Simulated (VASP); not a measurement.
Runs of VASP 6.6.1 on Nb. The structure is that of space group Im-3m (No. 229), or close to it. The cells are those of the table. 

| task | cell | k mesh | cutoff (eV) | smearing | gap on the mesh (eV) | pressure (GPa) | relaxed volume (Å³/atom) |
| --- | --- | --- | --- | --- | --- | --- | --- |
| single point | a = 2.817 Å, angles 109.5°, 1 atom | 8 × 8 × 8 | 520 | gaussian 0.1 eV | none | -0.1 | - |
| single point | a = 2.813 Å, angles 109.5°, 1 atom | 26 × 26 × 26 | 520 | gaussian 0.1 eV | none | -0.2 | - |
| relaxation of cell and atoms | relaxed from a = 2.817 Å, angles 109.5°, 1 atom | 26 × 26 × 26 | 600 | gaussian 0.1 eV | none | 0.0 | 17.13 |
| single point | a = 2.815 Å, angles 109.5°, 1 atom | 26 × 26 × 26 | 520 | fermi-dirac 0.15 eV | none | -0.2 | - |
| relaxation of cell and atoms | relaxed from a = 2.813 Å, angles 109.5°, 1 atom | 26 × 26 × 26 | 600 | fermi-dirac 0.15 eV | none | 0.0 | (a) |
| relaxation of cell and atoms | relaxed from a = 2.873 Å, angles 109.5°, 1 atom | 8 × 8 × 8 | 600 | gaussian 0.1 eV | none | -0.4 | 17.25 |

Alike in all rows: level LDA; potentials or basis VASP PAW LDA potentials, release 64 (Nb_sv); no spin polarisation.

Task: Estimate the missing entries.

Result: (a) 17.16.

A k mesh can miss the band edges, and the runs leave out spin-orbit coupling on Nb.

A gap of «none» marks levels without a gap at the run's occupations.
